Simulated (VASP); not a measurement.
Crystal: WSe.

```
CELL_PARAMETERS angstrom
0.00000 2.67820 2.67820
2.67820 0.00000 2.67820
2.67820 2.67820 0.00000
ATOMIC_POSITIONS crystal
W 0.00000 0.00000 0.00000
Se 0.25000 0.25000 0.25000
```

```yaml
Program: VASP 6.6.1
Task: relaxation of cell and atoms
Functional: PBEsol
Potentials_or_basis: VASP PAW PBE potentials, release 64 (W_sv, Se)
Cutoff: 600 eV
k_mesh: 6 × 6 × 6
Occupations: gaussian, width 0.1 eV
Spin: collinear spin, ferromagnetic start
Starting_moments: "[0.12, 0.0] μB"
```

At the start: pressure 23.9 GPa; volume 19.21 Å³/atom.

**Question.** Where does the relaxation end?

**Answer.** Over 4 steps the energy falls by 175.2 meV/atom and the volume is 21.90 Å³/atom (+14.0 %); space group F-43m (No. 216, to 0.05 Å); moment 0.00 μB per cell.

Step by step:
| step | energy change (eV) | largest force (eV/Å) | pressure (GPa) | volume (Å³) |
| --- | --- | --- | --- | --- |
| 1 | 0.0000 | 0.0000 | 23.86 | 38.42 |
| 2 | 0.6528 | 0.0000 | -19.38 | 56.62 |
| 3 | -0.3483 | 0.0000 | -1.46 | 44.19 |
| 4 | -0.3504 | 0.0000 | -0.26 | 43.79 |

Final structure:
```
W Se
1.0
     0.00000    2.79762    2.79762
     2.79762    0.00000    2.79762
     2.79762    2.79762    0.00000
W Se
1 1
Direct
  0.00000 0.00000 0.00000
  0.25000 0.25000 0.25000
```

Caveat: the PAW data sets were made with another functional, which shifts forces and pressure a little.
